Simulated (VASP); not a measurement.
# MoS2 (P6_3/mmc) in VASP: single point with PBE

Aim: the single point of MoS2 with PBE.

Everything below comes from runs of VASP 6.6.1. Logs are shortened: lines on timing, memory, paths and dates and some standing lists are left out, and cuts for length are marked.

### 1 The cell of the first run

It takes space group P6_3/mmc (No. 194, hexagonal). The conventional cell has a = 3.169 Å, b = 3.169 Å, c = 12.324 Å, α = 90.00°, β = 90.00°, γ = 120.00°. Within 3.2 Å of Mo (site symmetry -6m2) lie 6 S at 2.41 Å and 6 Mo at 3.17 Å. S (site symmetry 3m) has 3 Mo at 2.41 Å and 7 S at 3.13 to 3.17 Å within 3.2 Å.

### 2 Single point, PBE

INCAR

```
PREC = Accurate
ENCUT = 520
EDIFF = 1E-6
ISMEAR = -1
SIGMA = 0.1
LREAL = F
LASPH = T
NELM = 100
ALGO = Normal
ISIF = 2
LWAVE = F
LCHARG = F
GGA = PE
NBANDS = 35
```

KPOINTS

```
Automatic mesh
0
Gamma
  9 9 2
```

POSCAR

```
MoS2
1.0
    3.1690000000      0.0000000000      0.0000000000
   -1.5845000000      2.7444345000      0.0000000000
    0.0000000000      0.0000000000     12.3240000000
Mo S
2 4
Direct
    0.3333333333      0.6666666667      0.2500000000
    0.6666666667      0.3333333333      0.7500000000
    0.3333333333      0.6666666667      0.6230000000
    0.6666666667      0.3333333333      0.1230000000
    0.3333333333      0.6666666667      0.8770000000
    0.6666666667      0.3333333333      0.3770000000
```

Potentials or basis: VASP PAW PBE potentials, release 64 (Mo_sv, S).

Started as:

```
> cat potpaw_PBE.64/Mo_sv/POTCAR potpaw_PBE.64/S/POTCAR > POTCAR
> mpirun -np 1 vasp_std > vasp.out
```

OUTCAR:

```text
PREC = Accurate
   ENCUT = 520
   EDIFF = 1E-6
   ISMEAR = -1
   LREAL = F
   LASPH = T
   NELM = 100
   ISIF = 2
   GGA = PE

 ion  position               nearest neighbor table
   1  0.333  0.667  0.250-   4 2.41   6 2.41   4 2.41   6 2.41   4 2.41   6 2.41
   2  0.667  0.333  0.750-   3 2.41   5 2.41   3 2.41   5 2.41   3 2.41   5 2.41
   3  0.333  0.667  0.623-   2 2.41   2 2.41   2 2.41
   4  0.667  0.333  0.123-   1 2.41   1 2.41   1 2.41
   5  0.333  0.667  0.877-   2 2.41   2 2.41   2 2.41
   6  0.667  0.333  0.377-   1 2.41   1 2.41   1 2.41

  LATTYP: Found a hexagonal cell.
 ALAT       =     3.1690000000
 C/A-ratio  =     3.8889239508

  Lattice vectors:

 A1 = (   3.1690000000,   0.0000000000,   0.0000000000)
 A2 = (  -1.5845000000,   2.7444345000,   0.0000000000)
 A3 = (   0.0000000000,   0.0000000000,  12.3240000000)

Analysis of symmetry for initial positions (statically):
=====================================================================
 Subroutine PRICEL returns:
 Original cell was already a primitive cell.

 Routine SETGRP: Setting up the symmetry group for a
 hexagonal supercell.

 Subroutine GETGRP returns: Found 24 space group operations
 (whereof 12 operations were pure point group operations)
 out of a pool of 24 trial point group operations.

The static configuration has the point symmetry D_3d.
 The point group associated with its full space group is D_6h.

Analysis of symmetry for dynamics (positions and initial velocities):
=====================================================================
 Subroutine PRICEL returns:
 Original cell was already a primitive cell.

 Routine SETGRP: Setting up the symmetry group for a
 hexagonal supercell.

 Subroutine GETGRP returns: Found 24 space group operations
 (whereof 12 operations were pure point group operations)
 out of a pool of 24 trial point group operations.

The dynamic configuration has the point symmetry D_3d.
 The point group associated with its full space group is D_6h.

 Subroutine INISYM returns: Found 24 space group operations
 (whereof 12 operations are pure point group operations),
 and found     1 'primitive' translations

----------------------------------------------------------------------------------------

                                     Primitive cell

  volume of cell :     107.1832

  direct lattice vectors                    reciprocal lattice vectors
     3.169000000  0.000000000  0.000000000     0.315556958  0.182186895  0.000000000
    -1.584500000  2.744434500  0.000000000     0.000000000  0.364373790  0.000000000
     0.000000000  0.000000000 12.324000000     0.000000000  0.000000000  0.081142486

  length of vectors
     3.169000000  3.168999996 12.324000000     0.364373789  0.364373790  0.081142486

  position of ions in fractional coordinates (direct lattice)
     0.333333333  0.666666667  0.250000000
     0.666666667  0.333333333  0.750000000
     0.333333333  0.666666667  0.623000000
     0.666666667  0.333333333  0.123000000
     0.333333333  0.666666667  0.877000000
     0.666666667  0.333333333  0.377000000

  ion indices of the primitive-cell ions
   primitive index   ion index
                 1           1
                 2           2
                 3           3
                 4           4
                 5           5
                 6           6

----------------------------------------------------------------------------------------

 KPOINTS: Automatic mesh

Automatic generation of k-mesh.
 Grid dimensions read from file:
 generate k-points for:    9    9    2

 Generating k-lattice:

  Cartesian coordinates                     Fractional coordinates (reciprocal lattice)
     0.035061884  0.020242988  0.000000000     0.111111111  0.000000000  0.000000000
     0.000000000  0.040485977  0.000000000     0.000000000  0.111111111  0.000000000
     0.000000000  0.000000000  0.040571243     0.000000000  0.000000000  0.500000000

  Length of vectors
     0.040485977  0.040485977  0.040571243

  Shift w.r.t. Gamma in fractional coordinates (k-lattice)
     0.000000000  0.000000000  0.000000000

 Subroutine IBZKPT returns following result:
 ===========================================

 Found     24 irreducible k-points:

 Following reciprocal coordinates:
            Coordinates               Weight
  0.000000  0.000000  0.000000      1.000000
  0.111111  0.000000  0.000000      6.000000
  0.222222 -0.000000  0.000000      6.000000
  0.333333 -0.000000  0.000000      6.000000
  0.444444 -0.000000  0.000000      6.000000
  0.111111  0.111111  0.000000      6.000000
[... 16 lines left out ...]
  0.333333  0.222222  0.500000     12.000000
  0.333333  0.333333  0.500000      2.000000
   k-points           NKPTS =     24   k-points in BZ     NKDIM =     24   number of bands    NBANDS=     35
   number of dos      NEDOS =    301   number of ions     NIONS =      6
   total plane-waves  NPLWV =  55296
   dimension x,y,z NGX =    24 NGY =   24 NGZ =   96
   dimension x,y,z NGXF=    48 NGYF=   48 NGZF=  192
   ions per type =               2   4
   NGX,Y,Z   is equivalent  to a cutoff of  12.59, 12.59, 12.95 a.u.
   NGXF,Y,Z  is equivalent  to a cutoff of  25.18, 25.18, 25.90 a.u.
 SYSTEM =  unknown system
   PREC   = accura    normal or accurate (medium, high low for compatibility)
   ISTART =      0    job   : 0-new  1-cont  2-samecut
   ICHARG =      2    charge: 1-file 2-atom 10-const
   ISPIN  =      1    spin polarized calculation?
   LNONCOLLINEAR =      F non collinear calculations
   LSORBIT =      F    spin-orbit coupling
   LASPH  =      T    aspherical Exc in radial PAW
   ENCUT  =  520.0 eV  38.22 Ry    6.18 a.u.   5.89  5.89 22.91*2*pi/ulx,y,z
   NELM   =    100;   NELMIN=  2; NELMDL= -5     # of ELM steps
   EDIFF  = 0.1E-05   stopping-criterion for ELM
   LREAL  =      F    real-space projection
   EDIFFG = 0.1E-04   stopping-criterion for IOM
   NSW    =      0    number of steps for IOM
   IBRION =     -1    ionic relax: 0-MD 1-quasi-New 2-CG
   NFREE  =      0    steps in history (QN), initial steepest desc. (CG)
   ISIF   =      2    stress and relaxation
   ISYM   =      2    0-nonsym 1-usesym 2-fastsym
   POTIM  = 0.5000    time-step for ionic-motion
   TEBEG  =    0.0;   TEEND  =   0.0 temperature during run
   PSTRESS=    0.0 pullay stress
   NELECT =      52.0000    total number of electrons
   NUPDOWN=      -1.0000    fix difference up-down
   EMIN   =  10.00;   EMAX   =-10.00  energy-range for DOS
   EFERMI =   0.00;   METHOD = LEGACY
   ISMEAR =    -1;   SIGMA  =   0.10  broadening in eV -4-tet -1-fermi 0-gaus
   EFERMI_NEDOS =   21; number of points for ismear=-14 and -15
   IALGO  =     38    algorithm
   IMIX   =      4    mixing-type and parameters
     AMIX     =   0.40;   BMIX     =  1.00
     AMIX_MAG =   1.60;   BMIX_MAG =  1.00
  volume/ion in A,a.u.               =      17.86       120.55
  Fermi-wavevector in a.u.,A,eV,Ry     =   1.286373  2.430893 22.514325  1.654756
  Thomas-Fermi vector in A             =   2.418452
   LORBIT       =      0    0 simple, 1 ext, 2 COOP (PROOUT), +10 PAW based schemes
   GGA     = PE    functional components
   LHFCALC =     F    Hartree Fock is set to
   AEXX    =    0.0000 exact exchange contribution
   IVDW    =     0    specifies the selected vdW correction
   LEPSILON=     F    determine dielectric tensor
   LRPA    =     F    only Hartree local field effects (RPA)
 non-spin polarized calculation
  energy-cutoff  :      520.00
  volume of cell :      107.18
 maximum number of plane-waves:      2904
 NGX is ok and might be reduce to    24
   NGX = 11   NGY = 11   NGZ = 45

 number of electron      51.9999997 magnetization

 Free energy of the ion-electron system (eV)
  ---------------------------------------------------
  ext. energy  EPLUGINS =         0.00000000
  ---------------------------------------------------
  free energy    TOTEN  =       -43.61394446 eV

  energy without entropy =      -43.61325398  energy(sigma->0) =      -43.61359922

 E-fermi :   7.8361     XC(G=0): -10.8173

 val. band max:        7.4843673843   @ k =   0.0000   0.0000   0.0000
 cond. band min:       8.4585028903   @ k =   0.2222   0.1111   0.0000
 fundamental gap:      0.9741355060
 Fermi energy:         7.8360906360

 k-point     1 :       0.0000    0.0000    0.0000
  band No.  band energies     occupation
      1     -54.0199      2.00000
      2     -54.0199      2.00000
      3     -28.1691      2.00000
      4     -28.1690      2.00000
      5     -27.9497      2.00000
      6     -27.9497      2.00000
[... 27 lines left out ...]
     34       9.9297      0.00000
     35      13.0542      0.00000

 k-point     2 :       0.1111    0.0000    0.0000
  band No.  band energies     occupation
      1     -54.0153      2.00000
      2     -54.0153      2.00000
      3     -28.1600      2.00000
      4     -28.1599      2.00000
      5     -27.9962      2.00000
      6     -27.9962      2.00000
[... 27 lines left out ...]
     34       9.9545      0.00000
     35      13.8722      0.00000

 k-point     3 :       0.2222   -0.0000    0.0000
  band No.  band energies     occupation
      1     -54.0036      2.00000
      2     -54.0036      2.00000
      3     -28.1368      2.00000
      4     -28.1368      2.00000
      5     -28.1123      2.00000
      6     -28.1123      2.00000
[... 27 lines left out ...]
     34      10.5920      0.00000
     35      14.8969      0.00000
[... 723 lines left out ...]
 k-point    23 :       0.3333    0.2222    0.5000
  band No.  band energies     occupation
      1     -53.9776      2.00000
      2     -53.9776      2.00000
      3     -28.2792      2.00000
      4     -28.2792      2.00000
      5     -28.1306      2.00000
      6     -28.1306      2.00000
[... 27 lines left out ...]
     34      11.4905      0.00000
     35      14.0439      0.00000

 k-point    24 :       0.3333    0.3333    0.5000
  band No.  band energies     occupation
      1     -53.9753      2.00000
      2     -53.9753      2.00000
      3     -28.2410      2.00000
      4     -28.2410      2.00000
      5     -28.1971      2.00000
      6     -28.1971      2.00000
[... 27 lines left out ...]
     34      11.6755      0.00000
     35      14.1705      0.00000

------------------------ aborting loop because EDIFF is reached ----------------------------------------

  FORCE on cell =-STRESS in cart. coord.  units (eV):
  Direction    XX          YY          ZZ          XY          YZ          ZX
  --------------------------------------------------------------------------------------
  -------------------------------------------------------------------------------------
  Total        1.1587209      1.1587209      1.3979664      0.0000000      0.0000000     -0.0000000
  in kB       17.3205872     17.3205871     20.8968348      0.0000000      0.0000000     -0.0000000
  external PRESSURE =      18.5126697 kB  Pullay stress =       0.0000000 kB

 VOLUME and BASIS-vectors are now :
 -----------------------------------------------------------------------------
  energy-cutoff  :      520.00
  volume of cell :      107.18
      direct lattice vectors                 reciprocal lattice vectors
     3.169000000  0.000000000  0.000000000     0.315556958  0.182186895  0.000000000
    -1.584500000  2.744434500  0.000000000     0.000000000  0.364373790  0.000000000
     0.000000000  0.000000000 12.324000000     0.000000000  0.000000000  0.081142486

 POSITION                                       TOTAL-FORCE (eV/Angst)
 -----------------------------------------------------------------------------------
     -0.00000      1.82962      3.08100         0.000000      0.000000      0.000000
      1.58450      0.91481      9.24300        -0.000000     -0.000000      0.000000
     -0.00000      1.82962      7.67785        -0.000000      0.000000      0.077684
      1.58450      0.91481      1.51585         0.000000      0.000000      0.077684
     -0.00000      1.82962     10.80815         0.000000     -0.000000     -0.077684
      1.58450      0.91481      4.64615         0.000000      0.000000     -0.077684
 -----------------------------------------------------------------------------------
    total drift:                               -0.000000      0.000000     -0.000000

  FREE ENERGIE OF THE ION-ELECTRON SYSTEM (eV)
  ---------------------------------------------------
  free  energy   TOTEN  =       -43.6139444646 eV

  energy  without entropy=      -43.6132539756  energy(sigma->0) =      -43.61359922
```

It took 34 s on 1 thread of Intel Xeon 6975P-C (Granite Rapids), shared host; peak memory 0.25 GiB.

Results:

```
Free energy            : -43.6139 eV
Pressure               : 1.9 GPa
Largest force          : 0.078 eV/Å
Band gap on the k mesh : 0.97 eV (least direct gap 1.66 eV)
```

Forces on the atoms (eV/Å):
```
Mo   0.000  0.000  0.000
Mo   0.000  0.000  0.000
S    0.000  0.000  0.078
S    0.000  0.000  0.078
S    0.000  0.000 -0.078
S    0.000  0.000 -0.078
```

Stress tensor (GPa, compression positive):
```
1.73 0.00 0.00
0.00 1.73 0.00
0.00 0.00 2.09
```

Caveat: an odd mesh through Γ misses points on the zone boundary, where band edges can lie; this functional lacks dispersion, which binds the layers, so the pressure and a relaxed spacing across them are unreliable. Expect the measured gap to be larger: semilocal functionals such as PBE lack the derivative discontinuity.
